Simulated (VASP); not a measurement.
# Rb (Pm-3m) in VASP: a series of runs

Rb is run at these levels: r2SCAN; tasks: single point, relaxation of cell and atoms.

All numbers are computed with VASP 6.6.1; they aren't measurements. Logs are shortened: lines on timing, memory, paths and dates and some standing lists are left out, and cuts for length are marked.

## (1) The cell of the first run

The structure is cubic, space group Pm-3m (No. 221). The conventional cell has a = 4.634 Å, b = 4.634 Å, c = 4.634 Å, α = 90.00°, β = 90.00°, γ = 90.00°.

This isn't the form of Rb at room conditions, which is bcc.

## (2) Single point, r2SCAN

Contents of POSCAR:

```
Rb
1.0
    4.6335892204      0.0000000000      0.0000000000
    0.0000000000      4.6335892204      0.0000000000
    0.0000000000      0.0000000000      4.6335892204
Rb
1
Direct
    0.0000000000      0.0000000000      0.0000000000
```

Contents of INCAR.step1:

```
  PREC = Accurate
  ENCUT = 520
  ISMEAR = 0
  SIGMA = 0.05
  LREAL = F
  LASPH = T
  NELM = 60
  NBANDS = 10
  GGA = PE
  ALGO = Normal
  EDIFF = 1E-4
  LWAVE = T
  LCHARG = F
```

Contents of INCAR.step2:

```
  PREC = Accurate
  ENCUT = 520
  EDIFF = 1E-6
  ISMEAR = 0
  SIGMA = 0.05
  LREAL = F
  LASPH = T
  NELM = 60
  ALGO = Normal
  ISIF = 2
  LWAVE = F
  LCHARG = F
  METAGGA = R2SCAN
  LMIXTAU = T
  NBANDS = 10
  ISTART = 1
```

Contents of KPOINTS:

```
Automatic mesh
0
Gamma
  5 5 5
```

Potentials or basis: VASP PAW PBE potentials, release 64 (Rb_sv).

On the command line:

```bash
$ cat potpaw_PBE.64/Rb_sv/POTCAR > POTCAR
$ cp INCAR.step1 INCAR
$ mpirun -np 1 vasp_std > vasp.out
$ cp INCAR.step2 INCAR
$ mpirun -np 1 vasp_std > vasp.out
```

OUTCAR:

```text
PREC = Accurate
   ENCUT = 520
   EDIFF = 1E-6
   ISMEAR = 0
   LREAL = F
   LASPH = T
   NELM = 60
   ISIF = 2
   METAGGA = R2SCAN
   ISTART = 1

 ion  position               nearest neighbor table
   1  0.000  0.000  0.000-

  LATTYP: Found a simple cubic cell.
 ALAT       =     4.6335892204

  Lattice vectors:

 A1 = (   4.6335892204,   0.0000000000,   0.0000000000)
 A2 = (   0.0000000000,   4.6335892204,   0.0000000000)
 A3 = (   0.0000000000,   0.0000000000,   4.6335892204)

Analysis of symmetry for initial positions (statically):
=====================================================================
 Subroutine PRICEL returns:
 Original cell was already a primitive cell.

 Routine SETGRP: Setting up the symmetry group for a
 simple cubic supercell.

 Subroutine GETGRP returns: Found 48 space group operations
 (whereof 48 operations were pure point group operations)
 out of a pool of 48 trial point group operations.

The static configuration has the point symmetry O_h .

Analysis of symmetry for dynamics (positions and initial velocities):
=====================================================================
 Subroutine PRICEL returns:
 Original cell was already a primitive cell.

 Routine SETGRP: Setting up the symmetry group for a
 simple cubic supercell.

 Subroutine GETGRP returns: Found 48 space group operations
 (whereof 48 operations were pure point group operations)
 out of a pool of 48 trial point group operations.

The dynamic configuration has the point symmetry O_h .

 Subroutine INISYM returns: Found 48 space group operations
 (whereof 48 operations are pure point group operations),
 and found     1 'primitive' translations

----------------------------------------------------------------------------------------

                                     Primitive cell

  volume of cell :      99.4839

  direct lattice vectors                    reciprocal lattice vectors
     4.633589220  0.000000000  0.000000000     0.215815419  0.000000000  0.000000000
     0.000000000  4.633589220  0.000000000     0.000000000  0.215815419  0.000000000
     0.000000000  0.000000000  4.633589220     0.000000000  0.000000000  0.215815419

  length of vectors
     4.633589220  4.633589220  4.633589220     0.215815419  0.215815419  0.215815419

  position of ions in fractional coordinates (direct lattice)
     0.000000000  0.000000000  0.000000000

  ion indices of the primitive-cell ions
   primitive index   ion index
                 1           1

----------------------------------------------------------------------------------------

 KPOINTS: Automatic mesh

Automatic generation of k-mesh.
 Grid dimensions read from file:
 generate k-points for:    5    5    5

 Generating k-lattice:

  Cartesian coordinates                     Fractional coordinates (reciprocal lattice)
     0.043163084  0.000000000  0.000000000     0.200000000  0.000000000  0.000000000
     0.000000000  0.043163084  0.000000000     0.000000000  0.200000000  0.000000000
     0.000000000  0.000000000  0.043163084     0.000000000  0.000000000  0.200000000

  Length of vectors
     0.043163084  0.043163084  0.043163084

  Shift w.r.t. Gamma in fractional coordinates (k-lattice)
     0.000000000  0.000000000  0.000000000

 Subroutine IBZKPT returns following result:
 ===========================================

 Found     10 irreducible k-points:

 Following reciprocal coordinates:
            Coordinates               Weight
  0.000000  0.000000  0.000000      1.000000
  0.200000  0.000000  0.000000      6.000000
  0.400000  0.000000  0.000000      6.000000
  0.200000  0.200000  0.000000     12.000000
  0.400000  0.200000  0.000000     24.000000
  0.400000  0.400000  0.000000     12.000000
  0.200000  0.200000  0.200000      8.000000
  0.400000  0.200000  0.200000     24.000000
  0.400000  0.400000  0.200000     24.000000
  0.400000  0.400000  0.400000      8.000000
   k-points           NKPTS =     10   k-points in BZ     NKDIM =     10   number of bands    NBANDS=     10
   number of dos      NEDOS =    301   number of ions     NIONS =      1
   total plane-waves  NPLWV =  46656
   dimension x,y,z NGX =    36 NGY =   36 NGZ =   36
   dimension x,y,z NGXF=    72 NGYF=   72 NGZF=   72
   ions per type =               1
   NGX,Y,Z   is equivalent  to a cutoff of  12.92, 12.92, 12.92 a.u.
   NGXF,Y,Z  is equivalent  to a cutoff of  25.83, 25.83, 25.83 a.u.
 SYSTEM =  unknown system
   PREC   = accura    normal or accurate (medium, high low for compatibility)
   ISTART =      1    job   : 0-new  1-cont  2-samecut
   ICHARG =      0    charge: 1-file 2-atom 10-const
   ISPIN  =      1    spin polarized calculation?
   LNONCOLLINEAR =      F non collinear calculations
   LSORBIT =      F    spin-orbit coupling
   LASPH  =      T    aspherical Exc in radial PAW
   ENCUT  =  520.0 eV  38.22 Ry    6.18 a.u.   8.62  8.62  8.62*2*pi/ulx,y,z
   NELM   =     60;   NELMIN=  2; NELMDL=  0     # of ELM steps
   EDIFF  = 0.1E-05   stopping-criterion for ELM
   LREAL  =      F    real-space projection
   EDIFFG = 0.1E-04   stopping-criterion for IOM
   NSW    =      0    number of steps for IOM
   IBRION =     -1    ionic relax: 0-MD 1-quasi-New 2-CG
   NFREE  =      0    steps in history (QN), initial steepest desc. (CG)
   ISIF   =      2    stress and relaxation
   ISYM   =      2    0-nonsym 1-usesym 2-fastsym
   POTIM  = 0.5000    time-step for ionic-motion
   TEBEG  =    0.0;   TEEND  =   0.0 temperature during run
   PSTRESS=    0.0 pullay stress
   NELECT =       9.0000    total number of electrons
   NUPDOWN=      -1.0000    fix difference up-down
   EMIN   =  10.00;   EMAX   =-10.00  energy-range for DOS
   EFERMI =   0.00;   METHOD = LEGACY
   ISMEAR =     0;   SIGMA  =   0.05  broadening in eV -4-tet -1-fermi 0-gaus
   EFERMI_NEDOS =   21; number of points for ismear=-14 and -15
   IALGO  =     38    algorithm
   IMIX   =      4    mixing-type and parameters
     AMIX     =   0.40;   BMIX     =  1.00
     AMIX_MAG =   1.60;   BMIX_MAG =  1.00
  volume/ion in A,a.u.               =      99.48       671.35
  Fermi-wavevector in a.u.,A,eV,Ry     =   0.734917  1.388791  7.348542  0.540103
  Thomas-Fermi vector in A             =   1.827986
   LORBIT       =      0    0 simple, 1 ext, 2 COOP (PROOUT), +10 PAW based schemes
   METAGGA = R2SCAN    functional components
   LHFCALC =     F    Hartree Fock is set to
   AEXX    =    0.0000 exact exchange contribution
   IVDW    =     0    specifies the selected vdW correction
   LEPSILON=     F    determine dielectric tensor
   LRPA    =     F    only Hartree local field effects (RPA)
 non-spin polarized calculation
 Gauss-broadening in eV      SIGMA  =   0.05
  energy-cutoff  :      520.00
  volume of cell :       99.48
 maximum number of plane-waves:      2721
 NGX is ok and might be reduce to    36
   NGX = 17   NGY = 17   NGZ = 17

 number of electron       9.0000000 magnetization

 Free energy of the ion-electron system (eV)
  ---------------------------------------------------
  ext. energy  EPLUGINS =         0.00000000
  ---------------------------------------------------
  free energy    TOTEN  =       -13.80342695 eV

  energy without entropy =      -13.79931286  energy(sigma->0) =      -13.80136991

 E-fermi :  -0.1172     XC(G=0):  -5.4939

 val. band max:       -0.3820252719   @ k =   0.4000   0.2000   0.0000
 cond. band min:      -0.0909559313   @ k =   0.4000   0.2000   0.2000
 fundamental gap:      0.2910693406
 Fermi energy:        -0.1171752402

 k-point     1 :       0.0000    0.0000    0.0000
  band No.  band energies     occupation
      1     -30.4108      2.00000
      2     -13.8922      2.00000
      3     -13.8922      2.00000
      4     -13.8922      2.00000
      5      -2.0657      2.00000
      6       2.5153      0.00000
      7       2.5153      0.00000
      8       6.0448      0.00000
      9       6.0448      0.00000
     10       6.0448      0.00000

 k-point     2 :       0.2000    0.0000    0.0000
  band No.  band energies     occupation
      1     -30.4093      2.00000
      2     -13.9317      2.00000
      3     -13.8888      2.00000
      4     -13.8888      2.00000
      5      -1.7023      2.00000
      6       2.1478      0.00000
      7       2.6997      0.00000
      8       5.0739      0.00000
      9       5.0739      0.00000
     10       5.3449      0.00000

 k-point     3 :       0.4000    0.0000    0.0000
  band No.  band energies     occupation
      1     -30.4069      2.00000
      2     -13.9945      2.00000
      3     -13.8832      2.00000
      4     -13.8832      2.00000
      5      -0.6954      2.00000
      6       0.7701      0.00000
      7       3.0823      0.00000
      8       4.4600      0.00000
      9       4.4600      0.00000
     10       6.2324      0.00000

 k-point     4 :       0.2000    0.2000    0.0000
  band No.  band energies     occupation
      1     -30.4078      2.00000
      2     -13.9291      2.00000
      3     -13.9261      2.00000
      4     -13.8854      2.00000
      5      -1.3509      2.00000
      6       2.3449      0.00000
      7       2.4200      0.00000
      8       4.0611      0.00000
      9       5.0122      0.00000
     10       5.6534      0.00000

 k-point     5 :       0.4000    0.2000    0.0000
  band No.  band energies     occupation
      1     -30.4055      2.00000
      2     -13.9894      2.00000
      3     -13.9210      2.00000
      4     -13.8799      2.00000
      5      -0.3820      2.00000
      6       1.0187      0.00000
      7       2.9494      0.00000
      8       3.6635      0.00000
      9       4.6069      0.00000
     10       5.6256      0.00000

 k-point     6 :       0.4000    0.4000    0.0000
  band No.  band energies     occupation
      1     -30.4031      2.00000
      2     -13.9816      2.00000
      3     -13.9804      2.00000
      4     -13.8746      2.00000
      5       0.3678      0.00000
      6       1.5073      0.00000
      7       2.1349      0.00000
      8       3.0065      0.00000
      9       4.8601      0.00000
     10       4.9919      0.00000

 k-point     7 :       0.2000    0.2000    0.2000
  band No.  band energies     occupation
      1     -30.4064      2.00000
      2     -13.9265      2.00000
      3     -13.9222      2.00000
      4     -13.9222      2.00000
      5      -1.0134      2.00000
      6       2.4966      0.00000
      7       2.4966      0.00000
      8       3.5386      0.00000
      9       4.6229      0.00000
     10       4.6229      0.00000

 k-point     8 :       0.4000    0.2000    0.2000
  band No.  band energies     occupation
      1     -30.4040      2.00000
      2     -13.9844      2.00000
      3     -13.9184      2.00000
      4     -13.9158      2.00000
      5      -0.0910      0.45833
      6       1.2899      0.00000
      7       2.8987      0.00000
      8       3.6738      0.00000
      9       4.0197      0.00000
     10       4.7238      0.00000

 k-point     9 :       0.4000    0.4000    0.2000
  band No.  band energies     occupation
      1     -30.4017      2.00000
      2     -13.9768      2.00000
      3     -13.9757      2.00000
      4     -13.9108      2.00000
      5       0.6156      0.00000
      6       1.8393      0.00000
      7       2.1003      0.00000
      8       3.1680      0.00000
      9       4.2506      0.00000
     10       4.5976      0.00000

 k-point    10 :       0.4000    0.4000    0.4000
  band No.  band energies     occupation
      1     -30.3994      2.00000
      2     -13.9695      2.00000
      3     -13.9680      2.00000
      4     -13.9680      2.00000
      5       1.2315      0.00000
      6       2.0219      0.00000
      7       2.0219      0.00000
      8       3.6302      0.00000
      9       4.2249      0.00000
     10       4.2249      0.00000

------------------------ aborting loop because EDIFF is reached ----------------------------------------

  FORCE on cell =-STRESS in cart. coord.  units (eV):
  Direction    XX          YY          ZZ          XY          YZ          ZX
  --------------------------------------------------------------------------------------
  -------------------------------------------------------------------------------------
  Total        0.0031468      0.0031468      0.0031468      0.0000000      0.0000000     -0.0000000
  in kB        0.0506785      0.0506785      0.0506785      0.0000000      0.0000000     -0.0000000
  external PRESSURE =       0.0506785 kB  Pullay stress =       0.0000000 kB

 VOLUME and BASIS-vectors are now :
 -----------------------------------------------------------------------------
  energy-cutoff  :      520.00
  volume of cell :       99.48
      direct lattice vectors                 reciprocal lattice vectors
     4.633589220  0.000000000  0.000000000     0.215815419  0.000000000  0.000000000
     0.000000000  4.633589220  0.000000000     0.000000000  0.215815419  0.000000000
     0.000000000  0.000000000  4.633589220     0.000000000  0.000000000  0.215815419

 POSITION                                       TOTAL-FORCE (eV/Angst)
 -----------------------------------------------------------------------------------
      0.00000      0.00000      0.00000         0.000000      0.000000      0.000000
 -----------------------------------------------------------------------------------
    total drift:                               -0.000000     -0.000000     -0.000000

  FREE ENERGIE OF THE ION-ELECTRON SYSTEM (eV)
  ---------------------------------------------------
  free  energy   TOTEN  =       -13.8034269533 eV

  energy  without entropy=      -13.7993128648  energy(sigma->0) =      -13.80136991
```

It took 29 s on 1 thread of AMD EPYC 9R45 (Zen 5), shared host; peak memory 0.18 GiB.

What came out:

| Item | Value |
| --- | --- |
| Free energy | -13.8034 eV |
| Pressure | 0.0 GPa |
| Band gap on the k mesh | zero (an odd number of electrons rules out a gap without spin polarisation) |

Levels at points of the mesh, in eV from the Fermi level:
| k point | band 3 | band 4 | band 5 | band 6 | band 7 | band 8 |
| --- | --- | --- | --- | --- | --- | --- |
| (0.00, 0.00, 0.00) | -13.78 | -13.78 | -1.95 | 2.63 | 2.63 | 6.16 |

Caveat: the PAW data sets were made with another functional, which shifts forces and pressure a little.

## (3) Relaxation of cell and atoms, r2SCAN

This run uses another cell than the first one, of 96.70 Å³/atom.

Contents of POSCAR:

```
Rb
1.0
    4.5900000000      0.0000000000      0.0000000000
    0.0000000000      4.5900000000      0.0000000000
    0.0000000000      0.0000000000      4.5900000000
Rb
1
Direct
    0.0000000000      0.0000000000      0.0000000000
```

Contents of INCAR.step1:

```
SYSTEM = Rb
PREC = Accurate ; ENCUT = 600
ISMEAR = 0 ; SIGMA = 0.05
LREAL = .FALSE. ; LASPH = .TRUE.
NELM = 60 ; GGA = PE
ALGO = Normal ; EDIFF = 1E-4
LWAVE = .TRUE. ; LCHARG = .FALSE.
```

Contents of INCAR.step2:

```
SYSTEM = Rb
PREC = Accurate ; ENCUT = 600
EDIFF = 1E-7 ; ISMEAR = 0
SIGMA = 0.05 ; LREAL = .FALSE.
LASPH = .TRUE. ; NELM = 60
ALGO = Normal ; ISIF = 3
LWAVE = .FALSE. ; LCHARG = .FALSE.
METAGGA = R2SCAN ; LMIXTAU = .TRUE.
IBRION = 2 ; NSW = 50
EDIFFG = -0.02 ; ISTART = 1
```

Contents of KPOINTS:

```
regular mesh
0
G
  5 5 5
  0 0 0
```

Potentials or basis: VASP PAW PBE potentials, release 64 (Rb_sv).

On the command line:

```bash
$ cat potpaw_PBE.64/Rb_sv/POTCAR > POTCAR
$ cp INCAR.step1 INCAR
$ mpirun -np 1 vasp_std > vasp.out
$ cp INCAR.step2 INCAR
$ mpirun -np 1 vasp_std > vasp.out
```

OUTCAR:

```text
SYSTEM = Rb
   PREC = Accurate
   ENCUT = 600
   EDIFF = 1E-7
   ISMEAR = 0
   LREAL = .FALSE.
   LASPH = .TRUE.
   NELM = 60
   ISIF = 3
   METAGGA = R2SCAN
   IBRION = 2
   NSW = 50
   EDIFFG = -0.02
   ISTART = 1

 ion  position               nearest neighbor table
   1  0.000  0.000  0.000-

  LATTYP: Found a simple cubic cell.
 ALAT       =     4.5900000000

  Lattice vectors:

 A1 = (   4.5900000000,   0.0000000000,   0.0000000000)
 A2 = (   0.0000000000,   4.5900000000,   0.0000000000)
 A3 = (   0.0000000000,   0.0000000000,   4.5900000000)

Analysis of symmetry for initial positions (statically):
=====================================================================
 Subroutine PRICEL returns:
 Original cell was already a primitive cell.

 Routine SETGRP: Setting up the symmetry group for a
 simple cubic supercell.

 Subroutine GETGRP returns: Found 48 space group operations
 (whereof 48 operations were pure point group operations)
 out of a pool of 48 trial point group operations.

The static configuration has the point symmetry O_h .

[... 132 lines left out ...]
 NGX is ok and might be reduce to    40
   NGX = 19   NGY = 19   NGZ = 19

--------------------------------------- Ionic step        1  -------------------------------------------

 number of electron       9.0000000 magnetization

 Free energy of the ion-electron system (eV)
  ---------------------------------------------------
  ext. energy  EPLUGINS =         0.00000000
  ---------------------------------------------------
  free energy    TOTEN  =       -13.80272485 eV

  energy without entropy =      -13.79861076  energy(sigma->0) =      -13.80066780

------------------------ aborting loop because EDIFF is reached ----------------------------------------

  FORCE on cell =-STRESS in cart. coord.  units (eV):
  Direction    XX          YY          ZZ          XY          YZ          ZX
  --------------------------------------------------------------------------------------
  -------------------------------------------------------------------------------------
  Total        0.0413660      0.0413660      0.0413660     -0.0000000     -0.0000000      0.0000000
  in kB        0.6853562      0.6853562      0.6853562     -0.0000000     -0.0000000      0.0000000
  external PRESSURE =       0.6853562 kB  Pullay stress =       0.0000000 kB
[... 57 lines left out ...]
--------------------------------------- Ionic step        3  -------------------------------------------

 number of electron       9.0000000 magnetization

 Free energy of the ion-electron system (eV)
  ---------------------------------------------------
  ext. energy  EPLUGINS =         0.00000000
  ---------------------------------------------------
  free energy    TOTEN  =       -13.80322092 eV

  energy without entropy =      -13.79910683  energy(sigma->0) =      -13.80116387

 E-fermi :  -0.0929     XC(G=0):  -5.5215

 val. band max:       -0.3587319049   @ k =   0.4000   0.2000   0.0000
 cond. band min:      -0.0666937575   @ k =   0.4000   0.2000   0.2000
 fundamental gap:      0.2920381474
 Fermi energy:        -0.0929130664

 k-point     1 :       0.0000    0.0000    0.0000
  band No.  band energies     occupation
      1     -30.3824      2.00000
      2     -13.8624      2.00000
      3     -13.8624      2.00000
      4     -13.8624      2.00000
      5      -2.0551      2.00000
      6       2.5396      0.00000
      7       2.5396      0.00000
      8       6.1126      0.00000
[... 125 lines left out ...]
  FREE ENERGIE OF THE ION-ELECTRON SYSTEM (eV)
  ---------------------------------------------------
  free  energy   TOTEN  =       -13.8032209176 eV

  energy  without entropy=      -13.7991068291  energy(sigma->0) =      -13.80116387

 reached required accuracy - stopping structural energy minimisation
```

It took 86 s on 1 thread of AMD EPYC 9R45 (Zen 5), shared host; peak memory 0.22 GiB.

What came out:

| Property | Result |
| --- | --- |
| Free energy | -13.8032 eV |
| Relaxed volume | 98.34 Å³/atom |
| Relaxed cell | a = 4.616 Å, b = 4.616 Å, c = 4.616 Å, α = 90.00°, β = 90.00°, γ = 90.00° |
| Space group after relaxing (to 0.1 Å) | Pm-3m (No. 221) |
| Energy gained by relaxing | 0.5 meV/atom |
| Ionic steps | 3 |
| Pressure after relaxing | 0.0 GPa |
| Band gap on the k mesh | zero (an odd number of electrons rules out a gap without spin polarisation) |

The path:
```
step  energy change (eV)  largest force (eV/Å)  pressure (GPa)  volume (Å³)
   1              0.0000                0.0000            0.07        96.70
   2             -0.0002                0.0000            0.05        97.28
   3             -0.0005                0.0000            0.03        98.34
```

Final structure:
```
Rb
1.0
     4.61577    0.00000    0.00000
     0.00000    4.61577    0.00000
     0.00000    0.00000    4.61577
Rb
1
Direct
  0.00000 0.00000 0.00000
```

Caveat: the PAW data sets were made with another functional, which shifts forces and pressure a little.

The gap in the log of VASP goes by the Fermi energy; the results here count the filled bands.